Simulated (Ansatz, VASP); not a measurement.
**LaH in VASP and in Ansatz**

```
La H
1.0
     4.03858    0.00000    0.00000
    -2.01929    3.49752    0.00000
     0.00000    0.00000    6.23093
La H
2 2
Direct
  0.66667 0.33333 0.73451
  0.33333 0.66667 0.26549
  0.66667 0.33333 0.33957
  0.33333 0.66667 0.66043
```

Change from the starting cell: species swapped into the GdBr type (P-3m1, No. 164).

Alike in both runs: task relaxation of cell and atoms; functional PBE; k mesh 12 × 12 × 6; occupations gaussian, width 0.1 eV; no spin polarisation.

```csv
,VASP,Ansatz
version,VASP 6.6.1,Ansatz 0.2.0
potentials or method,"VASP PAW PBE potentials, release 64 (La, H), cutoff 600 eV","scalar-relativistic, plane waves, PAW"
valence electrons in the cell,24,24
```

|  | VASP | Ansatz | Ansatz less VASP |
| --- | --- | --- | --- |
| gap on the k mesh at the Fermi level, each at its own relaxed structure (eV) | none | none | - |
| relaxed volume (Å³/atom) | 22.09 | 22.12 | +0.030 |
| relaxed cell length with the largest relative difference (Å) | 6.240 | 6.245 | +0.0049 |

A gap of «none» marks a metal or a gap that the smearing closes.

Spin-orbit coupling is off throughout.
